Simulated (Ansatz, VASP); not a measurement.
## Two plane-wave programs on SiC

```
Si C
1.0
     0.00000    2.18987    2.18987
     2.18987    0.00000    2.18987
     2.18987    2.18987    0.00000
Si C
1 1
Direct
  0.00000 0.00000 0.00000
  0.25000 0.25000 0.25000
```

Alike in both runs: functional PBE; k mesh 10 × 10 × 10; occupations gaussian, width 0.02 eV; no spin polarisation.

Ansatz relaxed the structure, and its values are those at the end. VASP's run is a single point on that final structure, the one shown.

|  | VASP | Ansatz |
| --- | --- | --- |
| version | VASP 6.6.1 | Ansatz 0.2.0 |
| potentials or method | VASP PAW PBE potentials, release 64 (Si, C), cutoff 600 eV | scalar-relativistic, plane waves, PAW |
| valence electrons in the cell | 8 | 8 |

|  | VASP | Ansatz | Ansatz less VASP |
| --- | --- | --- | --- |
| gap on the k mesh at the Fermi level (eV) | 1.37 | 1.37 | +0.002 |
| least direct gap on the mesh (eV) | 4.53 | 4.53 | +0.003 |
| pressure (GPa) | -0.2 | 0.0 | +0.19 |
